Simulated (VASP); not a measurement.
# KRb2ScO6 (Fm-3m) in VASP: single point with PBEsol

Aim: the single point of KRb2ScO6 with PBEsol.

All numbers are computed with VASP 6.6.1; they aren't measurements. Logs are shortened: lines on timing, memory, paths and dates and some standing lists are left out, and cuts for length are marked.

## 1. The cell of the first run

It takes space group Fm-3m (No. 225, cubic). Conventional cell: a = 8.767 Å, b = 8.767 Å, c = 8.767 Å, α = 90.00°, β = 90.00°, γ = 90.00°. Within 2.6 Å of Sc (site symmetry m-3m) lie 6 O at 1.93 Å. O (site symmetry 4mm) has 1 Sc at 1.93 Å and 1 K at 2.45 Å within 2.6 Å. Within 4.1 Å of Rb (site symmetry -43m) lie 12 O at 3.11 Å and 4 Sc at 3.80 Å and 4 K at 3.80 Å. Within 3.2 Å of K (site symmetry m-3m) lie 6 O at 2.45 Å.

## 2. Single point, PBEsol

Input file INCAR:

```
SYSTEM = KRb2ScO6
ALGO = Normal
EDIFF = 1E-6
ENCUT = 520
GGA = PS
ISIF = 2
ISMEAR = 1
LASPH = .True.
LCHARG = .True.
LELF = .True.
LREAL = .False.
LVHAR = .True.
LWAVE = .False.
NBANDS = 48
NELM = 80
PREC = Accurate
SIGMA = 0.0202
```

Input file KPOINTS:

```
k-points
0
Gamma
  5 5 5
  0 0 0
```

Input file POSCAR:

```
KRb2ScO6
1.0
    0.0000000000      4.3833940000      4.3833940000
    4.3833940000      0.0000000000      4.3833940000
    4.3833940000      4.3833940000      0.0000000000
Sc O Rb K
1 6 2 1
Direct
    0.0000000000      0.0000000000      0.0000000000
    0.7800000000      0.2200000000      0.2200000000
    0.2200000000      0.7800000000      0.2200000000
    0.2200000000      0.7800000000      0.7800000000
    0.7800000000      0.2200000000      0.7800000000
    0.2200000000      0.2200000000      0.7800000000
    0.7800000000      0.7800000000      0.2200000000
    0.2500000000      0.2500000000      0.2500000000
    0.7500000000      0.7500000000      0.7500000000
    0.5000000000      0.5000000000      0.5000000000
```

Potentials or basis: VASP PAW PBE potentials, release 64 (Sc_sv, O, Rb_sv, K_sv).

Launch:

```sh
$ cat potpaw_PBE.64/Sc_sv/POTCAR potpaw_PBE.64/O/POTCAR potpaw_PBE.64/Rb_sv/POTCAR potpaw_PBE.64/K_sv/POTCAR > POTCAR
$ mpirun -np 1 vasp_std > vasp.out
```

OUTCAR:

```text
SYSTEM = KRb2ScO6
   EDIFF = 1E-6
   ENCUT = 520
   GGA = PS
   ISIF = 2
   ISMEAR = 1
   LASPH = .True.
   LREAL = .False.
   NELM = 80
   PREC = Accurate

 ion  position               nearest neighbor table
   1  0.000  0.000  0.000-   2 1.93   3 1.93   4 1.93   5 1.93   6 1.93   7 1.93   8 3.80   9 3.80
                             9 3.80   9 3.80   9 3.80   8 3.80   8 3.80   8 3.80
   2  0.780  0.220  0.220-   1 1.93  10 2.45   9 3.11   8 3.11   9 3.11   8 3.11
   3  0.220  0.780  0.220-   1 1.93  10 2.45   9 3.11   8 3.11   9 3.11   8 3.11
   4  0.220  0.780  0.780-   1 1.93  10 2.45   9 3.11   9 3.11   8 3.11   8 3.11
   5  0.780  0.220  0.780-   1 1.93  10 2.45   9 3.11   9 3.11   8 3.11   8 3.11
   6  0.220  0.220  0.780-   1 1.93  10 2.45   9 3.11   8 3.11   9 3.11   8 3.11
   7  0.780  0.780  0.220-   1 1.93  10 2.45   9 3.11   9 3.11   8 3.11   8 3.11
   8  0.250  0.250  0.250-   7 3.11   7 3.11   6 3.11   6 3.11   4 3.11   5 3.11   4 3.11   5 3.11
                             2 3.11   2 3.11   3 3.11   3 3.11   1 3.80  10 3.80   1 3.80   1 3.80
   9  0.750  0.750  0.750-   7 3.11   7 3.11   6 3.11   6 3.11   3 3.11   5 3.11   2 3.11   5 3.11
                             4 3.11   3 3.11   4 3.11   2 3.11  10 3.80   1 3.80  10 3.80  10 3.80
  10  0.500  0.500  0.500-   2 2.45   3 2.45   4 2.45   5 2.45   6 2.45   7 2.45   8 3.80   9 3.80
                             8 3.80   8 3.80   8 3.80   9 3.80   9 3.80   9 3.80

  LATTYP: Found a face centered cubic cell.
 ALAT       =     8.7667880000

  Lattice vectors:

 A1 = (   0.0000000000,   4.3833940000,   4.3833940000)
 A2 = (   4.3833940000,   0.0000000000,   4.3833940000)
 A3 = (   4.3833940000,   4.3833940000,   0.0000000000)

Analysis of symmetry for initial positions (statically):
=====================================================================
 Subroutine PRICEL returns:
 Original cell was already a primitive cell.

 Routine SETGRP: Setting up the symmetry group for a
 face centered cubic supercell.

 Subroutine GETGRP returns: Found 48 space group operations
 (whereof 48 operations were pure point group operations)
 out of a pool of 48 trial point group operations.

The static configuration has the point symmetry O_h .

Analysis of symmetry for dynamics (positions and initial velocities):
=====================================================================
 Subroutine PRICEL returns:
 Original cell was already a primitive cell.

 Routine SETGRP: Setting up the symmetry group for a
 face centered cubic supercell.

 Subroutine GETGRP returns: Found 48 space group operations
 (whereof 48 operations were pure point group operations)
 out of a pool of 48 trial point group operations.

The dynamic configuration has the point symmetry O_h .

 Subroutine INISYM returns: Found 48 space group operations
 (whereof 48 operations are pure point group operations),
 and found     1 'primitive' translations

----------------------------------------------------------------------------------------

                                     Primitive cell

  volume of cell :     168.4463

  direct lattice vectors                    reciprocal lattice vectors
     0.000000000  4.383394000  4.383394000    -0.114066862  0.114066862  0.114066862
     4.383394000  0.000000000  4.383394000     0.114066862 -0.114066862  0.114066862
     4.383394000  4.383394000  0.000000000     0.114066862  0.114066862 -0.114066862

  length of vectors
     6.199055244  6.199055244  6.199055244     0.197569601  0.197569601  0.197569601

  position of ions in fractional coordinates (direct lattice)
     0.000000000  0.000000000  0.000000000
     0.780000000  0.220000000  0.220000000
     0.220000000  0.780000000  0.220000000
     0.220000000  0.780000000  0.780000000
     0.780000000  0.220000000  0.780000000
     0.220000000  0.220000000  0.780000000
     0.780000000  0.780000000  0.220000000
     0.250000000  0.250000000  0.250000000
     0.750000000  0.750000000  0.750000000
     0.500000000  0.500000000  0.500000000

  ion indices of the primitive-cell ions
   primitive index   ion index
                 1           1
                 2           2
                 3           3
                 4           4
                 5           5
                 6           6
                 7           7
                 8           8
                 9           9
                10          10

----------------------------------------------------------------------------------------

 KPOINTS: k-points

Automatic generation of k-mesh.
 Grid dimensions read from file:
 generate k-points for:    5    5    5

 Generating k-lattice:

  Cartesian coordinates                     Fractional coordinates (reciprocal lattice)
    -0.022813372  0.022813372  0.022813372     0.200000000  0.000000000  0.000000000
     0.022813372 -0.022813372  0.022813372     0.000000000  0.200000000  0.000000000
     0.022813372  0.022813372 -0.022813372     0.000000000  0.000000000  0.200000000

  Length of vectors
     0.039513920  0.039513920  0.039513920

  Shift w.r.t. Gamma in fractional coordinates (k-lattice)
     0.000000000  0.000000000  0.000000000

 Subroutine IBZKPT returns following result:
 ===========================================

 Found     10 irreducible k-points:

 Following reciprocal coordinates:
            Coordinates               Weight
  0.000000  0.000000  0.000000      1.000000
  0.200000  0.000000  0.000000      8.000000
  0.400000  0.000000  0.000000      8.000000
  0.200000  0.200000  0.000000      6.000000
  0.400000  0.200000  0.000000     24.000000
 -0.400000  0.200000  0.000000     24.000000
 -0.200000  0.200000  0.000000     12.000000
  0.400000  0.400000  0.000000      6.000000
 -0.400000  0.400000  0.000000     12.000000
 -0.400000  0.400000  0.200000     24.000000
   k-points           NKPTS =     10   k-points in BZ     NKDIM =     10   number of bands    NBANDS=     48
   number of dos      NEDOS =    301   number of ions     NIONS =     10
   total plane-waves  NPLWV = 110592
   dimension x,y,z NGX =    48 NGY =   48 NGZ =   48
   dimension x,y,z NGXF=    96 NGYF=   96 NGZF=   96
   ions per type =               1   6   2   1
   NGX,Y,Z   is equivalent  to a cutoff of  12.87, 12.87, 12.87 a.u.
   NGXF,Y,Z  is equivalent  to a cutoff of  25.75, 25.75, 25.75 a.u.
 SYSTEM =  KRb2ScO6
   PREC   = accura    normal or accurate (medium, high low for compatibility)
   ISTART =      0    job   : 0-new  1-cont  2-samecut
   ICHARG =      2    charge: 1-file 2-atom 10-const
   ISPIN  =      1    spin polarized calculation?
   LNONCOLLINEAR =      F non collinear calculations
   LSORBIT =      F    spin-orbit coupling
   LASPH  =      T    aspherical Exc in radial PAW
   ENCUT  =  520.0 eV  38.22 Ry    6.18 a.u.  11.53 11.53 11.53*2*pi/ulx,y,z
   NELM   =     80;   NELMIN=  2; NELMDL= -5     # of ELM steps
   EDIFF  = 0.1E-05   stopping-criterion for ELM
   LREAL  =      F    real-space projection
   EDIFFG = 0.1E-04   stopping-criterion for IOM
   NSW    =      0    number of steps for IOM
   IBRION =     -1    ionic relax: 0-MD 1-quasi-New 2-CG
   NFREE  =      0    steps in history (QN), initial steepest desc. (CG)
   ISIF   =      2    stress and relaxation
   ISYM   =      2    0-nonsym 1-usesym 2-fastsym
   POTIM  = 0.5000    time-step for ionic-motion
   TEBEG  =    0.0;   TEEND  =   0.0 temperature during run
   PSTRESS=    0.0 pullay stress
   NELECT =      74.0000    total number of electrons
   NUPDOWN=      -1.0000    fix difference up-down
   EMIN   =  10.00;   EMAX   =-10.00  energy-range for DOS
   EFERMI =   0.00;   METHOD = LEGACY
   ISMEAR =     1;   SIGMA  =   0.02  broadening in eV -4-tet -1-fermi 0-gaus
   EFERMI_NEDOS =   21; number of points for ismear=-14 and -15
   IALGO  =     38    algorithm
   IMIX   =      4    mixing-type and parameters
     AMIX     =   0.40;   BMIX     =  1.00
     AMIX_MAG =   1.60;   BMIX_MAG =  1.00
  volume/ion in A,a.u.               =      16.84       113.67
  Fermi-wavevector in a.u.,A,eV,Ry     =   1.244510  2.351782 21.072758  1.548804
  Thomas-Fermi vector in A             =   2.378773
   LORBIT       =      0    0 simple, 1 ext, 2 COOP (PROOUT), +10 PAW based schemes
   GGA     = PS    functional components
   LHFCALC =     F    Hartree Fock is set to
   AEXX    =    0.0000 exact exchange contribution
   IVDW    =     0    specifies the selected vdW correction
   LEPSILON=     F    determine dielectric tensor
   LRPA    =     F    only Hartree local field effects (RPA)
 non-spin polarized calculation
 Methfessel and Paxton  Order N= 1 SIGMA  =   0.02
  energy-cutoff  :      520.00
  volume of cell :      168.45
 maximum number of plane-waves:      4573
 NGX is ok and might be reduce to    48
   NGX = 23   NGY = 23   NGZ = 23

 number of electron      73.9999979 magnetization

 Free energy of the ion-electron system (eV)
  ---------------------------------------------------
  ext. energy  EPLUGINS =         0.00000000
  ---------------------------------------------------
  free energy    TOTEN  =       -48.44876227 eV

  energy without entropy =      -48.44795168  energy(sigma->0) =      -48.44849207

 E-fermi :  -0.9962     XC(G=0):  -9.4651

 val. band max:       -0.9991165239   @ k =  -0.4000   0.4000   0.0000
 cond. band min:      -0.9958219498   @ k =  -0.4000   0.4000   0.2000
 fundamental gap:      0.0032945740
 Fermi energy:        -0.9961709290

 k-point     1 :       0.0000    0.0000    0.0000
  band No.  band energies     occupation
      1     -45.7271      2.00000
      2     -27.0566      2.00000
      3     -25.0339      2.00000
      4     -25.0339      2.00000
      5     -25.0339      2.00000
      6     -24.7407      2.00000
[... 40 lines left out ...]
     47       8.1631      0.00000
     48       8.1631      0.00000
[... 457 lines left out ...]
     47       8.2470      0.00000
     48       8.6982      0.00000

------------------------ aborting loop because EDIFF is reached ----------------------------------------

  FORCE on cell =-STRESS in cart. coord.  units (eV):
  Direction    XX          YY          ZZ          XY          YZ          ZX
  --------------------------------------------------------------------------------------
  -------------------------------------------------------------------------------------
  Total        8.0431094      8.0431094      8.0431094     -0.0000000     -0.0000000      0.0000000
  in kB       76.5020437     76.5020437     76.5020437     -0.0000000     -0.0000000      0.0000000
  external PRESSURE =      76.5020437 kB  Pullay stress =       0.0000000 kB

 VOLUME and BASIS-vectors are now :
 -----------------------------------------------------------------------------
  energy-cutoff  :      520.00
  volume of cell :      168.45
      direct lattice vectors                 reciprocal lattice vectors
     0.000000000  4.383394000  4.383394000    -0.114066862  0.114066862  0.114066862
     4.383394000  0.000000000  4.383394000     0.114066862 -0.114066862  0.114066862
     4.383394000  4.383394000  0.000000000     0.114066862  0.114066862 -0.114066862

 POSITION                                       TOTAL-FORCE (eV/Angst)
 -----------------------------------------------------------------------------------
      0.00000      0.00000      0.00000         0.000000     -0.000000     -0.000000
      1.92869      4.38339      4.38339         1.292450     -0.000000     -0.000000
      4.38339      1.92869      4.38339         0.000000      1.292450     -0.000000
      6.83809      4.38339      4.38339        -1.292450     -0.000000     -0.000000
      4.38339      6.83809      4.38339         0.000000     -1.292450     -0.000000
      4.38339      4.38339      1.92869         0.000000     -0.000000      1.292450
      4.38339      4.38339      6.83809         0.000000     -0.000000     -1.292450
      2.19170      2.19170      2.19170         0.000000      0.000000     -0.000000
      6.57509      6.57509      6.57509         0.000000     -0.000000     -0.000000
      4.38339      4.38339      4.38339         0.000000     -0.000000     -0.000000
 -----------------------------------------------------------------------------------
    total drift:                                0.000000      0.000000     -0.000000

  FREE ENERGIE OF THE ION-ELECTRON SYSTEM (eV)
  ---------------------------------------------------
  free  energy   TOTEN  =       -48.4487622657 eV

  energy  without entropy=      -48.4479516847  energy(sigma->0) =      -48.44849207
```

Run time: 3.7 min. Hardware: 1 thread of Intel Xeon 8259CL, shared host; peak memory 0.37 GiB.

What came out:

| Quantity | Value |
| --- | --- |
| Free energy | -48.4488 eV |
| Pressure | 7.7 GPa |
| Largest force | 1.292 eV/Å |
| Band gap on the k mesh | zero (bands 37 and 38 overlap by 0.23 eV) |

Forces on the atoms (eV/Å):
```
Sc   0.000  0.000  0.000
O    1.292  0.000  0.000
O    0.000  1.292  0.000
O   -1.292  0.000  0.000
O    0.000 -1.292  0.000
O    0.000  0.000  1.292
O    0.000  0.000 -1.292
Rb   0.000  0.000  0.000
Rb   0.000  0.000  0.000
K    0.000  0.000  0.000
```

Levels at points of the mesh, in eV from the Fermi level:
| k point | band 35 | band 36 | band 37 | band 38 | band 39 | band 40 |
| --- | --- | --- | --- | --- | --- | --- |
| (0.00, 0.00, 0.00) | 0.21 | 0.21 | 0.21 | 0.24 | 0.24 | 0.24 |

Caveat: the cell stands under pressure; the PAW data sets were made with another functional, which shifts forces and pressure a little.
